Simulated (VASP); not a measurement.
# CdF2 (Fm-3m) in VASP: a series of runs, part 2 of 2

VASP 6.6.1. Earlier steps stand in the parts before.

## 3. Relaxation of cell and atoms, PBEsol, target pressure 10 GPa, at which the enthalpy is minimised

The input, INCAR:

```
PREC = Accurate
ENCUT = 600
EDIFF = 1E-6
ISMEAR = 0
SIGMA = 0.01
LREAL = False
LASPH = True
NELM = 80
ALGO = Normal
ISIF = 3
LWAVE = False
LCHARG = False
GGA = PS
IBRION = 2
NSW = 100
EDIFFG = -0.002
PSTRESS = 100.0
```

The input, KPOINTS:

```
regular mesh
0
Gamma
  8 8 8
```

The input, POSCAR:

```
CdF2
1.0
    2.6921155975      2.6921155975      0.0000000000
   -2.6921155975      2.6921155975      0.0000000000
    0.0000000000      2.6921155975      2.6921155975
Cd F
1 2
Direct
    0.0000000000      0.0000000000      0.0000000000
    0.2500000000      0.7500000000      0.5000000000
    0.7500000000      0.2500000000      0.5000000000
```

Potentials or basis: VASP PAW PBE potentials, release 64 (Cd, F).

The run is started by

```bash
$ cat potpaw_PBE.64/Cd/POTCAR potpaw_PBE.64/F/POTCAR > POTCAR
$ mpirun -np 1 vasp_std > vasp.out
```

OUTCAR:

```text
PREC = Accurate
   ENCUT = 600
   EDIFF = 1E-6
   ISMEAR = 0
   LREAL = False
   LASPH = True
   NELM = 80
   ISIF = 3
   GGA = PS
   IBRION = 2
   NSW = 100
   EDIFFG = -0.002
   PSTRESS = 100.0

 ion  position               nearest neighbor table
   1  0.000  0.000  0.000-   3 2.33   2 2.33   2 2.33   3 2.33   2 2.33   3 2.33   3 2.33   2 2.33

   2  0.250  0.750  0.500-   1 2.33   1 2.33   1 2.33   1 2.33
   3  0.750  0.250  0.500-   1 2.33   1 2.33   1 2.33   1 2.33

  LATTYP: Found a face centered cubic cell.
 ALAT       =     5.3842311950

  Lattice vectors:

 A1 = (   0.0000000000,   2.6921155975,   2.6921155975)
 A2 = (   2.6921155975,   0.0000000000,   2.6921155975)
 A3 = (   2.6921155975,   2.6921155975,   0.0000000000)

Analysis of symmetry for initial positions (statically):
=====================================================================
 Subroutine PRICEL returns:
 Original cell was already a primitive cell.

 Routine SETGRP: Setting up the symmetry group for a
 face centered cubic supercell.

 Subroutine GETGRP returns: Found 48 space group operations
 (whereof 48 operations were pure point group operations)
 out of a pool of 48 trial point group operations.

The static configuration has the point symmetry O_h .

Analysis of symmetry for dynamics (positions and initial velocities):
=====================================================================
 Subroutine PRICEL returns:
 Original cell was already a primitive cell.

 Routine SETGRP: Setting up the symmetry group for a
 face centered cubic supercell.

 Subroutine GETGRP returns: Found 48 space group operations
 (whereof 48 operations were pure point group operations)
 out of a pool of 48 trial point group operations.

The dynamic configuration has the point symmetry O_h .

 Subroutine INISYM returns: Found 48 space group operations
 (whereof 48 operations are pure point group operations),
 and found     1 'primitive' translations

----------------------------------------------------------------------------------------

                                     Primitive cell

  volume of cell :      39.0221

  direct lattice vectors                    reciprocal lattice vectors
     2.692115597  2.692115597  0.000000000     0.185727537  0.185727537 -0.185727537
    -2.692115597  2.692115597  0.000000000    -0.185727537  0.185727537 -0.185727537
     0.000000000  2.692115597  2.692115597     0.000000000  0.000000000  0.371455075

  length of vectors
     3.807226389  3.807226389  3.807226389     0.321689531  0.321689531  0.371455075

  position of ions in fractional coordinates (direct lattice)
     0.000000000  0.000000000  0.000000000
     0.250000000  0.750000000  0.500000000
     0.750000000  0.250000000  0.500000000

  ion indices of the primitive-cell ions
   primitive index   ion index
                 1           1
                 2           2
                 3           3

----------------------------------------------------------------------------------------

 KPOINTS: regular mesh

Automatic generation of k-mesh.
 Grid dimensions read from file:
 generate k-points for:    8    8    8

 Generating k-lattice:

  Cartesian coordinates                     Fractional coordinates (reciprocal lattice)
     0.023215942  0.023215942 -0.023215942     0.125000000  0.000000000  0.000000000
    -0.023215942  0.023215942 -0.023215942     0.000000000  0.125000000  0.000000000
     0.000000000  0.000000000  0.046431884     0.000000000  0.000000000  0.125000000

  Length of vectors
     0.040211191  0.040211191  0.046431884

  Shift w.r.t. Gamma in fractional coordinates (k-lattice)
     0.000000000  0.000000000  0.000000000

 Subroutine IBZKPT returns following result:
 ===========================================

 Found     29 irreducible k-points:

 Following reciprocal coordinates:
            Coordinates               Weight
  0.000000  0.000000  0.000000      1.000000
  0.125000  0.000000  0.000000      8.000000
  0.250000  0.000000  0.000000      8.000000
  0.375000  0.000000  0.000000      8.000000
  0.500000  0.000000  0.000000      4.000000
  0.125000  0.125000  0.000000     12.000000
[... 16 lines left out ...]
  0.375000  0.250000  0.125000     48.000000
  0.500000  0.250000  0.125000     24.000000
 [... further k-points ...]
   k-points           NKPTS =     29   k-points in BZ     NKDIM =     29   number of bands    NBANDS=     17
   number of dos      NEDOS =    301   number of ions     NIONS =      3
   total plane-waves  NPLWV =  27000
   dimension x,y,z NGX =    30 NGY =   30 NGZ =   30
   dimension x,y,z NGXF=    60 NGYF=   60 NGZF=   60
   ions per type =               1   2
   NGX,Y,Z   is equivalent  to a cutoff of  13.10, 13.10, 13.10 a.u.
   NGXF,Y,Z  is equivalent  to a cutoff of  26.20, 26.20, 26.20 a.u.
 SYSTEM =  unknown system
   PREC   = accura    normal or accurate (medium, high low for compatibility)
   ISTART =      0    job   : 0-new  1-cont  2-samecut
   ICHARG =      2    charge: 1-file 2-atom 10-const
   ISPIN  =      1    spin polarized calculation?
   LNONCOLLINEAR =      F non collinear calculations
   LSORBIT =      F    spin-orbit coupling
   LASPH  =      T    aspherical Exc in radial PAW
   ENCUT  =  600.0 eV  44.10 Ry    6.64 a.u.   7.60  7.60  7.60*2*pi/ulx,y,z
   NELM   =     80;   NELMIN=  2; NELMDL= -5     # of ELM steps
   EDIFF  = 0.1E-05   stopping-criterion for ELM
   LREAL  =      F    real-space projection
   EDIFFG = -.2E-02   stopping-criterion for IOM
   NSW    =    100    number of steps for IOM
   IBRION =      2    ionic relax: 0-MD 1-quasi-New 2-CG
   NFREE  =      1    steps in history (QN), initial steepest desc. (CG)
   ISIF   =      3    stress and relaxation
   ISYM   =      2    0-nonsym 1-usesym 2-fastsym
   POTIM  = 0.5000    time-step for ionic-motion
   TEBEG  =    0.0;   TEEND  =   0.0 temperature during run
   PSTRESS=  100.0 pullay stress
   NELECT =      26.0000    total number of electrons
   NUPDOWN=      -1.0000    fix difference up-down
   EMIN   =  10.00;   EMAX   =-10.00  energy-range for DOS
   EFERMI =   0.00;   METHOD = LEGACY
   ISMEAR =     0;   SIGMA  =   0.01  broadening in eV -4-tet -1-fermi 0-gaus
   EFERMI_NEDOS =   21; number of points for ismear=-14 and -15
   IALGO  =     38    algorithm
   IMIX   =      4    mixing-type and parameters
     AMIX     =   0.40;   BMIX     =  1.00
     AMIX_MAG =   1.60;   BMIX_MAG =  1.00
  volume/ion in A,a.u.               =      13.01        87.78
  Fermi-wavevector in a.u.,A,eV,Ry     =   1.429867  2.702056 27.817370  2.044519
  Thomas-Fermi vector in A             =   2.549774
   LORBIT       =      0    0 simple, 1 ext, 2 COOP (PROOUT), +10 PAW based schemes
   GGA     = PS    functional components
   LHFCALC =     F    Hartree Fock is set to
   AEXX    =    0.0000 exact exchange contribution
   IVDW    =     0    specifies the selected vdW correction
   LEPSILON=     F    determine dielectric tensor
   LRPA    =     F    only Hartree local field effects (RPA)
 conjugate gradient relaxation of ions
 non-spin polarized calculation
 Gauss-broadening in eV      SIGMA  =   0.01
  energy-cutoff  :      600.00
  volume of cell :       39.02
 maximum number of plane-waves:      1316
   NGX = 15   NGY = 15   NGZ = 15

--------------------------------------- Ionic step        1  -------------------------------------------

 number of electron      25.9999978 magnetization

 Free energy of the ion-electron system (eV)
  ---------------------------------------------------
  ext. energy  EPLUGINS =         0.00000000
  ---------------------------------------------------
  free energy    TOTEN  =       -11.59625127 eV

  energy without entropy =      -11.59625127  energy(sigma->0) =      -11.59625127

------------------------ aborting loop because EDIFF is reached ----------------------------------------

  FORCE on cell =-STRESS in cart. coord.  units (eV):
  Direction    XX          YY          ZZ          XY          YZ          ZX
  --------------------------------------------------------------------------------------
  -------------------------------------------------------------------------------------
  Total        0.1557275      0.1557275      0.1557275     -0.0000000      0.0000000      0.0000000
  in kB        6.3938834      6.3938834      6.3938834     -0.0000000      0.0000000      0.0000000
  external PRESSURE =     -93.6061166 kB  Pullay stress =     100.0000000 kB
[... 182 lines left out ...]
--------------------------------------- Ionic step        6  -------------------------------------------

 number of electron      26.0000024 magnetization

 Free energy of the ion-electron system (eV)
  ---------------------------------------------------
  ext. energy  EPLUGINS =         0.00000000
  ---------------------------------------------------
  free energy    TOTEN  =       -11.51377393 eV

  energy without entropy =      -11.51377393  energy(sigma->0) =      -11.51377393

 E-fermi :  -0.7072     XC(G=0): -11.1188

 val. band max:       -0.8621327506   @ k =   0.5000   0.5000   0.2500
 cond. band min:       2.2905446082   @ k =   0.0000   0.0000   0.0000
 fundamental gap:      3.1526773589
 Fermi energy:        -0.7072330135

 k-point     1 :       0.0000    0.0000    0.0000
  band No.  band energies     occupation
      1     -22.0246      2.00000
      2     -20.6631      2.00000
      3      -6.7793      2.00000
      4      -6.7793      2.00000
      5      -6.7793      2.00000
      6      -5.1771      2.00000
[... 457 lines left out ...]
      4      -6.0742      2.00000
      5      -5.3500      2.00000
      6      -5.2580      2.00000
[... 9 lines left out ...]
     16      12.4800      0.00000
     17      13.4284      0.00000

 [... further k-points ...]
[... 5 lines left out ...]
  --------------------------------------------------------------------------------------
  -------------------------------------------------------------------------------------
  Total        2.2720344      2.2720344      2.2720344      0.0000000      0.0000000      0.0000000
  in kB      100.0960991    100.0960991    100.0960991      0.0000000      0.0000000      0.0000000
  external PRESSURE =       0.0960991 kB  Pullay stress =     100.0000000 kB
[... 22 lines left out ...]
  energy  without entropy=      -11.5137739261  energy(sigma->0) =      -11.51377393

  enthalpy is  TOTEN    =        -9.2439208631 eV   P V=        2.2698530630

 reached required accuracy - stopping structural energy minimisation
```

OSZICAR:

```text
N       E                     dE             d eps       ncg     rms          rms(c)
DAV:   1     0.210307914593E+03    0.21031E+03   -0.17355E+04  1042   0.175E+03
DAV:   2    -0.310373922118E+01   -0.21341E+03   -0.20783E+03  1085   0.395E+02
DAV:   3    -0.129668062595E+02   -0.98631E+01   -0.98432E+01  1086   0.940E+01
DAV:   4    -0.130211419994E+02   -0.54336E-01   -0.54325E-01  1113   0.686E+00
[... 49 lines left out ...]
       N       E                     dE             d eps       ncg     rms          rms(c)
DAV:   1    -0.115138259664E+02    0.94449E-03   -0.11218E-03   993   0.424E-01    0.546E-02
DAV:   2    -0.115137780278E+02    0.47939E-04   -0.16460E-04   995   0.130E-01    0.140E-02
DAV:   3    -0.115137742317E+02    0.37960E-05   -0.85751E-06   987   0.624E-02    0.135E-02
DAV:   4    -0.115137739261E+02    0.30569E-06   -0.12381E-06   493   0.159E-02
   6 F= -.92439209E+01 E0= -.92439209E+01  d E =-.311555E-04
```

It took 86 s on 1 thread of Intel Xeon Platinum 8375C at 2.90GHz (Ice Lake), shared host; peak memory 0.19 GiB.

Results:

- Free energy: -11.5138 eV
- Relaxed volume: 12.12 Å³/atom
- Relaxed cell: a = 3.719 Å, b = 3.719 Å, c = 3.719 Å, α = 60.00°, β = 60.00°, γ = 90.00°
- Space group after relaxing (to 0.1 Å): Fm-3m (No. 225)
- Energy change on relaxing (the run minimises the enthalpy): +27.5 meV/atom
- Ionic steps: 6
- Pressure after relaxing: 10.0 GPa
- Band gap on the k mesh: 3.15 eV (least direct gap 3.54 eV)

Step by step:
```
step  energy change (eV)  largest force (eV/Å)  pressure (GPa)  volume (Å³)
   1              0.0000                0.0000            0.64        39.02
   2              0.2068                0.0000           17.18        34.89
   3              0.0824                0.0000            9.97        36.37
   4              0.0857                0.0000           10.18        36.32
   5              0.0815                0.0000            9.92        36.38
   6              0.0825                0.0000           10.01        36.37
```

Final structure:
```
Cd F
1.0
     2.62962    2.62962    0.00000
    -2.62962    2.62962    0.00000
     0.00000    2.62962    2.62962
Cd F
1 2
Direct
  0.00000 0.00000 0.00000
  0.25000 0.75000 0.50000
  0.75000 0.25000 0.50000
```

Levels at points of the mesh, in eV from the valence-band top:
| k point | band 10 | band 11 | band 12 | band 13 | band 14 | band 15 | band 16 | band 17 |
| --- | --- | --- | --- | --- | --- | --- | --- | --- |
| (0.00, 0.00, 0.00) | -1.20 | -0.39 | -0.39 | -0.39 | 3.15 | 12.82 | 12.82 | 12.82 |
| (0.50, 0.00, 0.00) | -2.18 | -2.18 | -0.33 | -0.33 | 7.61 | 9.18 | 14.95 | 14.95 |
| (0.50, 0.50, 0.00) | -3.18 | -0.67 | -0.10 | -0.10 | 8.47 | 9.86 | 11.81 | 14.76 |

Caveat: the cell is relaxed towards a set pressure, so the run minimises the enthalpy, not the energy; the PAW data sets were made with another functional, which shifts forces and pressure a little. A k mesh can miss the band edges.

## 4. Relaxation of cell and atoms, PBEsol, target pressure 15 GPa, at which the enthalpy is minimised

The input, INCAR:

```
PREC     = Accurate       # precision mode
ENCUT    = 600            # plane-wave cutoff, eV
EDIFF    = 1E-6           # SCF threshold, eV
ISMEAR   = 0              # smearing method
SIGMA    = 0.01           # smearing width, eV
LREAL    = False          # projectors in reciprocal space
LASPH    = True           # aspherical terms in the spheres
NELM     = 80             # most SCF steps
ALGO     = Normal         # electronic algorithm
ISIF     = 3              # what is computed and relaxed
LWAVE    = False          # write WAVECAR
LCHARG   = False          # write CHGCAR
GGA      = PS             # functional
IBRION   = 2              # ionic algorithm
NSW      = 100            # ionic steps
EDIFFG   = -0.002         # ionic threshold
PSTRESS  = 150.0
```

KPOINTS is that of step 3.

POSCAR is that of step 3.

The run is started by

```bash
$ cat potpaw_PBE.64/Cd/POTCAR potpaw_PBE.64/F/POTCAR > POTCAR
$ mpirun -np 1 vasp_std > vasp.out
```

Wall time 86 s (1 thread of Intel Xeon Platinum 8375C at 2.90GHz (Ice Lake), shared host); peak memory 0.19 GiB.

It converged, with:

| Property | Result |
| --- | --- |
| Free energy | -11.4311 eV |
| Relaxed volume | 11.77 Å³/atom |
| Relaxed cell | a = 3.682 Å, b = 3.682 Å, c = 3.682 Å, α = 60.00°, β = 60.00°, γ = 90.00° |
| Space group after relaxing (to 0.1 Å) | Fm-3m (No. 225) |
| Energy change on relaxing (the run minimises the enthalpy) | +55.0 meV/atom |
| Ionic steps | 6 |
| Pressure after relaxing | 15.0 GPa |
| Band gap on the k mesh | 3.26 eV (least direct gap 3.59 eV) |

Step by step:
| step | energy change (eV) | largest force (eV/Å) | pressure (GPa) | volume (Å³) |
| --- | --- | --- | --- | --- |
| 1 | 0.0000 | 0.0000 | 0.64 | 39.02 |
| 2 | 0.5123 | 0.0000 | 30.51 | 32.80 |
| 3 | 0.1627 | 0.0000 | 14.80 | 35.33 |
| 4 | 0.1694 | 0.0000 | 15.17 | 35.26 |
| 5 | 0.1640 | 0.0000 | 14.92 | 35.31 |
| 6 | 0.1651 | 0.0000 | 15.00 | 35.30 |

Final structure:
```xyz
3
Lattice="2.6037 2.6037 0.0000 -2.6037 2.6037 0.0000 0.0000 2.6037 2.6037" Properties=species:S:1:pos:R:3 pbc="T T T"
Cd    0.0000    5.2073    0.0000
F    -1.3018    3.9055    1.3018
F     1.3018    3.9055    1.3018
```

Levels at points of the mesh, in eV from the valence-band top:
| k point | band 10 | band 11 | band 12 | band 13 | band 14 | band 15 | band 16 | band 17 |
| --- | --- | --- | --- | --- | --- | --- | --- | --- |
| (0.00, 0.00, 0.00) | -1.29 | -0.34 | -0.34 | -0.34 | 3.26 | 12.94 | 12.94 | 12.94 |
| (0.50, 0.00, 0.00) | -2.31 | -2.31 | -0.31 | -0.31 | 7.84 | 9.26 | 15.21 | 15.21 |
| (0.50, 0.50, 0.00) | -3.20 | -0.74 | -0.10 | -0.10 | 8.71 | 10.02 | 11.85 | 15.03 |

Caveat: the cell is relaxed towards a set pressure, so the run minimises the enthalpy, not the energy; the PAW data sets were made with another functional, which shifts forces and pressure a little. A k mesh can miss the band edges.

## 5. Overview

| cell | gap on the mesh (eV) | pressure (GPa) |
| --- | --- | --- |
| relaxed to 7 GPa | 3.08 | 7.0 |
| relaxed to 10 GPa | 3.15 | 10.0 |
| relaxed to 15 GPa | 3.26 | 15.0 |

Alike in all rows: task relaxation of cell and atoms; level PBEsol; potentials or basis VASP PAW PBE potentials, release 64 (Cd, F); no spin polarisation; k mesh 8 × 8 × 8; cutoff (eV) 600; smearing gaussian 0.01 eV.

Caveats: the cell is relaxed towards a set pressure, so the run minimises the enthalpy, not the energy; the PAW data sets were made with another functional, which shifts forces and pressure a little.

Absolute energies hang on the potentials; compare differences alone.
